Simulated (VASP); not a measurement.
Runs of VASP 6.6.1 on AlFe. The structure is cubic, space group Pm-3m (No. 221). Conventional cell: a = 2.910 Å, b = 2.910 Å, c = 2.910 Å, α = 90.00°, β = 90.00°, γ = 90.00°. Within 3.3 Å of Al (site symmetry m-3m) lie 8 Fe at 2.52 Å and 6 Al at 2.91 Å. Within 3.3 Å of Fe (site symmetry m-3m) lie 8 Al at 2.52 Å and 6 Fe at 2.91 Å. 

| level | gap on the mesh (eV) | pressure (GPa) | moment (μB) |
| --- | --- | --- | --- |
| BLYP | none | -0.9 | 0.57 |
| RPBE | none | -1.8 | 0.69 |
| PBEsol | none | (b) | 0.66 |
| r2SCAN | none | -9.5 | (a) |
| PBE | none | (c) | 0.67 |

Alike in all rows: task single point; potentials or basis VASP PAW PBE potentials, release 64 (Al, Fe); spin collinear, ferromagnetic start; cell as given; k mesh 9 × 9 × 9; cutoff (eV) 520; smearing fermi-dirac 0.15 eV.

Question: Estimate the missing entries.

Answer: (a) 0.89; (b) -10.4; (c) -5.5.

Caveats: the PAW data sets were made with another functional, which shifts forces and pressure a little (some runs).

A gap of «none» marks levels without a gap at the run's occupations.
